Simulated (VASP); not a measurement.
AlN, 2 atoms in the cell. The structure is trigonal, space group R3m (No. 160). The conventional cell has a = 3.089 Å, b = 3.089 Å, c = 7.566 Å, α = 90.00°, β = 90.00°, γ = 120.00°. Within 2.4 Å of Al (site symmetry 3m) lie 4 N at 1.82 to 1.92 Å. Within 2.4 Å of N (site symmetry 3m) lie 4 Al at 1.82 to 1.92 Å.  This cell differs from its parent crystal: all Al atoms moved +0.075 Å, as atom 1 towards its neighbour atom 2 (N) at 1.891 Å.

```yaml
Program: VASP 6.6.1
Task: single point
Functional: r2SCAN
Potentials_or_basis: VASP PAW PBE potentials, release 64 (Al, N)
Cutoff: 520 eV
k_mesh: 10 × 10 × 10
Occupations: gaussian, width 0.05 eV
Spin: no spin polarisation
Dipole_correction: no
Further_INCAR_settings: ALGO = Normal; EDIFF = 1e-06; NBANDS = 11
```

Potentials or basis: VASP PAW PBE potentials, release 64 (Al, N).

Run with:

```sh
$ cat potpaw_PBE.64/Al/POTCAR potpaw_PBE.64/N/POTCAR > POTCAR
$ cp INCAR.step1 INCAR
$ mpirun -np 1 vasp_std > vasp.out
$ cp INCAR.step2 INCAR
$ mpirun -np 1 vasp_std > vasp.out
```

Hardware: 1 thread of Intel Xeon 8259CL (shared host).

Task: How long does it take, and how much memory?

Result: Run time: 98 s on 1 thread of Intel Xeon 8259CL (shared host), peak memory 0.16 GiB. Counts: k points 116.
